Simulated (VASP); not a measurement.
# Si3F (Im-3m) in VASP: notebook

Si3F is run at these levels: PBE; tasks: single point, relaxation of cell and atoms.

All numbers are computed with VASP 6.6.1; they aren't measurements. Logs are shortened: lines on timing, memory, paths and dates and some standing lists are left out, and cuts for length are marked.

### 1 The cell of the first run

It takes space group Im-3m (No. 229, cubic). The conventional cell has a = 4.933 Å, b = 4.933 Å, c = 4.933 Å, α = 90.00°, β = 90.00°, γ = 90.00°. Within 3.3 Å of Si (site symmetry 4/mmm) lie 4 Si at 2.47 Å and 2 F at 2.47 Å. F (site symmetry m-3m) has 6 Si at 2.47 Å within 3.3 Å.

### 2 Single point, PBE

Input file INCAR:

```
PREC = Accurate
ENCUT = 520
EDIFF = 1E-6
ISMEAR = 0
SIGMA = 0.1
LREAL = F
LASPH = T
NELM = 100
ALGO = Normal
ISIF = 2
LWAVE = F
LCHARG = T
GGA = PE
LELF = T
LVHAR = T
NBANDS = 18
```

Input file KPOINTS:

```
Automatic mesh
0
Gamma
  6 6 6
```

Input file POSCAR:

```
Si3F
1.0
   -2.4665542407      2.4665542407      2.4665542407
    2.4665542407     -2.4665542407      2.4665542407
    2.4665542407      2.4665542407     -2.4665542407
Si F
3 1
Direct
    0.0000000000      0.5000000000      0.5000000000
    0.5000000000      0.0000000000      0.5000000000
    0.5000000000      0.5000000000      0.0000000000
    0.0000000000      0.0000000000      0.0000000000
```

Potentials or basis: VASP PAW PBE potentials, release 64 (Si, F).

On the command line:

```bash
cat potpaw_PBE.64/Si/POTCAR potpaw_PBE.64/F/POTCAR > POTCAR
mpirun -np 1 vasp_std > vasp.out
```

OUTCAR:

```text
PREC = Accurate
   ENCUT = 520
   EDIFF = 1E-6
   ISMEAR = 0
   LREAL = F
   LASPH = T
   NELM = 100
   ISIF = 2
   GGA = PE

 ion  position               nearest neighbor table
   1  0.000  0.500  0.500-   2 2.47   3 2.47   4 2.47   4 2.47   3 2.47   2 2.47
   2  0.500  0.000  0.500-   1 2.47   3 2.47   4 2.47   3 2.47   4 2.47   1 2.47
   3  0.500  0.500  0.000-   1 2.47   2 2.47   4 2.47   2 2.47   1 2.47   4 2.47
   4  0.000  0.000  0.000-   1 2.47   2 2.47   3 2.47   1 2.47   2 2.47   3 2.47

  LATTYP: Found a body centered cubic cell.
 ALAT       =     4.9331084814

  Lattice vectors:

 A1 = (  -2.4665542407,   2.4665542407,   2.4665542407)
 A2 = (   2.4665542407,  -2.4665542407,   2.4665542407)
 A3 = (   2.4665542407,   2.4665542407,  -2.4665542407)

Analysis of symmetry for initial positions (statically):
=====================================================================
 Subroutine PRICEL returns:
 Original cell was already a primitive cell.

 Routine SETGRP: Setting up the symmetry group for a
 body centered cubic supercell.

 Subroutine GETGRP returns: Found 48 space group operations
 (whereof 48 operations were pure point group operations)
 out of a pool of 48 trial point group operations.

The static configuration has the point symmetry O_h .

Analysis of symmetry for dynamics (positions and initial velocities):
=====================================================================
 Subroutine PRICEL returns:
 Original cell was already a primitive cell.

 Routine SETGRP: Setting up the symmetry group for a
 body centered cubic supercell.

 Subroutine GETGRP returns: Found 48 space group operations
 (whereof 48 operations were pure point group operations)
 out of a pool of 48 trial point group operations.

The dynamic configuration has the point symmetry O_h .

 Subroutine INISYM returns: Found 48 space group operations
 (whereof 48 operations are pure point group operations),
 and found     1 'primitive' translations

----------------------------------------------------------------------------------------

                                     Primitive cell

  volume of cell :      60.0250

  direct lattice vectors                    reciprocal lattice vectors
    -2.466554241  2.466554241  2.466554241     0.000000000  0.202711942  0.202711942
     2.466554241 -2.466554241  2.466554241     0.202711942  0.000000000  0.202711942
     2.466554241  2.466554241 -2.466554241     0.202711942  0.202711942  0.000000000

  length of vectors
     4.272197265  4.272197265  4.272197265     0.286677978  0.286677978  0.286677978

  position of ions in fractional coordinates (direct lattice)
     0.000000000  0.500000000  0.500000000
     0.500000000  0.000000000  0.500000000
     0.500000000  0.500000000  0.000000000
     0.000000000  0.000000000  0.000000000

  ion indices of the primitive-cell ions
   primitive index   ion index
                 1           1
                 2           2
                 3           3
                 4           4

----------------------------------------------------------------------------------------

 KPOINTS: Automatic mesh

Automatic generation of k-mesh.
 Grid dimensions read from file:
 generate k-points for:    6    6    6

 Generating k-lattice:

  Cartesian coordinates                     Fractional coordinates (reciprocal lattice)
     0.000000000  0.033785324  0.033785324     0.166666667  0.000000000  0.000000000
     0.033785324  0.000000000  0.033785324     0.000000000  0.166666667  0.000000000
     0.033785324  0.033785324  0.000000000     0.000000000  0.000000000  0.166666667

  Length of vectors
     0.047779663  0.047779663  0.047779663

  Shift w.r.t. Gamma in fractional coordinates (k-lattice)
     0.000000000  0.000000000  0.000000000

 Subroutine IBZKPT returns following result:
 ===========================================

 Found     16 irreducible k-points:

 Following reciprocal coordinates:
            Coordinates               Weight
  0.000000  0.000000  0.000000      1.000000
  0.166667  0.000000  0.000000     12.000000
  0.333333  0.000000  0.000000     12.000000
  0.500000  0.000000  0.000000      6.000000
  0.166667  0.166667  0.000000     24.000000
  0.333333  0.166667  0.000000     48.000000
[... 8 lines left out ...]
  0.500000  0.500000  0.333333     12.000000
  0.500000  0.500000  0.500000      1.000000
   k-points           NKPTS =     16   k-points in BZ     NKDIM =     16   number of bands    NBANDS=     18
   number of dos      NEDOS =    301   number of ions     NIONS =      4
   total plane-waves  NPLWV =  32768
   dimension x,y,z NGX =    32 NGY =   32 NGZ =   32
   dimension x,y,z NGXF=    64 NGYF=   64 NGZF=   64
   ions per type =               3   1
   NGX,Y,Z   is equivalent  to a cutoff of  12.45, 12.45, 12.45 a.u.
   NGXF,Y,Z  is equivalent  to a cutoff of  24.90, 24.90, 24.90 a.u.
 SYSTEM =  unknown system
   PREC   = accura    normal or accurate (medium, high low for compatibility)
   ISTART =      0    job   : 0-new  1-cont  2-samecut
   ICHARG =      2    charge: 1-file 2-atom 10-const
   ISPIN  =      1    spin polarized calculation?
   LNONCOLLINEAR =      F non collinear calculations
   LSORBIT =      F    spin-orbit coupling
   LASPH  =      T    aspherical Exc in radial PAW
   ENCUT  =  520.0 eV  38.22 Ry    6.18 a.u.   7.94  7.94  7.94*2*pi/ulx,y,z
   NELM   =    100;   NELMIN=  2; NELMDL= -5     # of ELM steps
   EDIFF  = 0.1E-05   stopping-criterion for ELM
   LREAL  =      F    real-space projection
   EDIFFG = 0.1E-04   stopping-criterion for IOM
   NSW    =      0    number of steps for IOM
   IBRION =     -1    ionic relax: 0-MD 1-quasi-New 2-CG
   NFREE  =      0    steps in history (QN), initial steepest desc. (CG)
   ISIF   =      2    stress and relaxation
   ISYM   =      2    0-nonsym 1-usesym 2-fastsym
   POTIM  = 0.5000    time-step for ionic-motion
   TEBEG  =    0.0;   TEEND  =   0.0 temperature during run
   PSTRESS=    0.0 pullay stress
   NELECT =      19.0000    total number of electrons
   NUPDOWN=      -1.0000    fix difference up-down
   EMIN   =  10.00;   EMAX   =-10.00  energy-range for DOS
   EFERMI =   0.00;   METHOD = LEGACY
   ISMEAR =     0;   SIGMA  =   0.10  broadening in eV -4-tet -1-fermi 0-gaus
   EFERMI_NEDOS =   21; number of points for ismear=-14 and -15
   IALGO  =     38    algorithm
   IMIX   =      4    mixing-type and parameters
     AMIX     =   0.40;   BMIX     =  1.00
     AMIX_MAG =   1.60;   BMIX_MAG =  1.00
  volume/ion in A,a.u.               =      15.01       101.27
  Fermi-wavevector in a.u.,A,eV,Ry     =   1.115703  2.108373 16.936447  1.244794
  Thomas-Fermi vector in A             =   2.252310
   LORBIT       =      0    0 simple, 1 ext, 2 COOP (PROOUT), +10 PAW based schemes
   GGA     = PE    functional components
   LHFCALC =     F    Hartree Fock is set to
   AEXX    =    0.0000 exact exchange contribution
   IVDW    =     0    specifies the selected vdW correction
   LEPSILON=     F    determine dielectric tensor
   LRPA    =     F    only Hartree local field effects (RPA)
 non-spin polarized calculation
 Gauss-broadening in eV      SIGMA  =   0.10
  energy-cutoff  :      520.00
  volume of cell :       60.02
 maximum number of plane-waves:      1638
   NGX = 15   NGY = 15   NGZ = 15

 number of electron      19.0000009 magnetization

 Free energy of the ion-electron system (eV)
  ---------------------------------------------------
  ext. energy  EPLUGINS =         0.00000000
  ---------------------------------------------------
  free energy    TOTEN  =       -18.66947537 eV

  energy without entropy =      -18.66165120  energy(sigma->0) =      -18.66556329

 E-fermi :   7.4874     XC(G=0): -10.4191

 val. band max:        7.2970536065   @ k =   0.5000   0.5000   0.3333
 cond. band min:       7.4883190452   @ k =   0.1667   0.1667   0.0000
 fundamental gap:      0.1912654386
 Fermi energy:         7.4874413023

 k-point     1 :       0.0000    0.0000    0.0000
  band No.  band energies     occupation
      1     -17.2677      2.00000
      2      -4.6180      2.00000
      3       0.6971      2.00000
      4       0.6971      2.00000
      5       0.6971      2.00000
      6       4.2170      2.00000
[... 10 lines left out ...]
     17      16.6860      0.00000
     18      16.6968      0.00000

 k-point     2 :       0.1667    0.0000    0.0000
  band No.  band energies     occupation
      1     -17.2587      2.00000
      2      -4.4465      2.00000
      3       0.5872      2.00000
      4       0.6273      2.00000
      5       0.6571      2.00000
      6       2.2360      2.00000
[... 10 lines left out ...]
     17      15.0478      0.00000
     18      15.6490      0.00000

 k-point     3 :       0.3333    0.0000    0.0000
  band No.  band energies     occupation
      1     -17.2407      2.00000
      2      -3.9430      2.00000
      3      -0.5370      2.00000
      4       0.3307      2.00000
      5       0.4931      2.00000
      6       1.9297      2.00000
[... 10 lines left out ...]
     17      13.9325      0.00000
     18      14.7911      0.00000

 k-point     4 :       0.5000    0.0000    0.0000
  band No.  band energies     occupation
      1     -17.2318      2.00000
      2      -3.4794      2.00000
      3      -1.4714      2.00000
      4       0.1960      2.00000
      5       0.4284      2.00000
      6       2.1923      2.00000
[... 10 lines left out ...]
     17      16.4899      0.00000
     18      16.8016      0.00000

 k-point     5 :       0.1667    0.1667    0.0000
  band No.  band energies     occupation
      1     -17.2452      2.00000
      2      -4.0961      2.00000
      3      -0.2199      2.00000
      4       0.3574      2.00000
      5       0.8413      2.00000
      6       1.6379      2.00000
[... 10 lines left out ...]
     17      13.6106      0.00000
     18      15.4286      0.00000

 k-point     6 :       0.3333    0.1667    0.0000
  band No.  band energies     occupation
      1     -17.2319      2.00000
      2      -3.4484      2.00000
      3      -1.5134      2.00000
      4       0.0268      2.00000
      5       0.7856      2.00000
      6       1.9109      2.00000
[... 10 lines left out ...]
     17      15.5392      0.00000
     18      16.5486      0.00000

 k-point     7 :       0.3333    0.3333    0.0000
  band No.  band energies     occupation
      1     -17.2277      2.00000
      2      -2.5904      2.00000
      3      -2.5904      2.00000
      4      -0.2156      2.00000
      5       1.1613      2.00000
      6       1.9042      2.00000
[... 10 lines left out ...]
     17      15.1084      0.00000
     18      16.7357      0.00000

 k-point     8 :       0.1667    0.1667    0.1667
  band No.  band energies     occupation
      1     -17.2339      2.00000
      2      -3.5556      2.00000
      3      -0.9503      2.00000
      4      -0.9503      2.00000
      5       1.4397      2.00000
      6       1.9785      2.00000
[... 10 lines left out ...]
     17      15.3338      0.00000
     18      15.5449      0.00000
[... 61 lines left out ...]
     17      15.3902      0.00000
     18      16.3226      0.00000

 k-point    12 :       0.5000    0.5000    0.1667
  band No.  band energies     occupation
      1     -17.2283      2.00000
      2      -3.1874      2.00000
      3      -1.6511      2.00000
      4       0.1697      2.00000
      5       0.7975      2.00000
      6       1.8842      2.00000
[... 10 lines left out ...]
     17      15.2532      0.00000
     18      17.3268      0.00000

 k-point    13 :      -0.3333    0.5000    0.1667
  band No.  band energies     occupation
      1     -17.2265      2.00000
      2      -2.9962      2.00000
      3      -1.7526      2.00000
      4       0.2698      2.00000
      5       1.0540      2.00000
      6       1.1848      2.00000
[... 10 lines left out ...]
     17      16.1077      0.00000
     18      16.6117      0.00000

 k-point    14 :      -0.3333    0.3333    0.3333
  band No.  band energies     occupation
      1     -17.2261      2.00000
      2      -3.0985      2.00000
      3      -0.7226      2.00000
      4      -0.0851      2.00000
      5      -0.0851      2.00000
      6       1.3921      2.00000
[... 10 lines left out ...]
     17      16.4198      0.00000
     18      17.8688      0.00000

 k-point    15 :       0.5000    0.5000    0.3333
  band No.  band energies     occupation
      1     -17.2213      2.00000
      2      -2.3427      2.00000
      3      -1.6370      2.00000
      4      -0.2410      2.00000
      5       0.3636      2.00000
      6       0.7902      2.00000
[... 10 lines left out ...]
     17      15.1318      0.00000
     18      17.3788      0.00000

 k-point    16 :       0.5000    0.5000    0.5000
  band No.  band energies     occupation
      1     -17.2180      2.00000
      2      -1.3703      2.00000
      3      -1.3703      2.00000
      4      -0.4131      2.00000
      5      -0.4131      2.00000
      6      -0.4131      2.00000
[... 10 lines left out ...]
     17      17.4048      0.00000
     18      18.7883      0.00000

------------------------ aborting loop because EDIFF is reached ----------------------------------------

  FORCE on cell =-STRESS in cart. coord.  units (eV):
  Direction    XX          YY          ZZ          XY          YZ          ZX
  --------------------------------------------------------------------------------------
  -------------------------------------------------------------------------------------
  Total       -0.0225051     -0.0225051     -0.0225051     -0.0000000     -0.0000000      0.0000000
  in kB       -0.6007023     -0.6007023     -0.6007023     -0.0000000     -0.0000000      0.0000000
  external PRESSURE =      -0.6007023 kB  Pullay stress =       0.0000000 kB

 VOLUME and BASIS-vectors are now :
 -----------------------------------------------------------------------------
  energy-cutoff  :      520.00
  volume of cell :       60.02
      direct lattice vectors                 reciprocal lattice vectors
    -2.466554241  2.466554241  2.466554241     0.000000000  0.202711942  0.202711942
     2.466554241 -2.466554241  2.466554241     0.202711942  0.000000000  0.202711942
     2.466554241  2.466554241 -2.466554241     0.202711942  0.202711942  0.000000000

 POSITION                                       TOTAL-FORCE (eV/Angst)
 -----------------------------------------------------------------------------------
      2.46655      0.00000      0.00000         0.000000     -0.000000      0.000000
      0.00000      2.46655      0.00000         0.000000      0.000000     -0.000000
      0.00000      0.00000      2.46655         0.000000     -0.000000     -0.000000
      0.00000      0.00000      0.00000        -0.000000      0.000000     -0.000000
 -----------------------------------------------------------------------------------
    total drift:                               -0.000000     -0.000000      0.000000

  FREE ENERGIE OF THE ION-ELECTRON SYSTEM (eV)
  ---------------------------------------------------
  free  energy   TOTEN  =       -18.6694753747 eV

  energy  without entropy=      -18.6616512049  energy(sigma->0) =      -18.66556329
```

Wall time 15 s (1 thread of Intel Xeon Platinum 8488C (Sapphire Rapids), shared host); peak memory 0.16 GiB.

Results:

* Free energy: -18.6695 eV
* Pressure: -0.1 GPa

Caveat: an odd number of electrons without spin polarisation forces a metal; a magnetic or distorted state may lie lower.

(Part 1 of 2 ends here.)
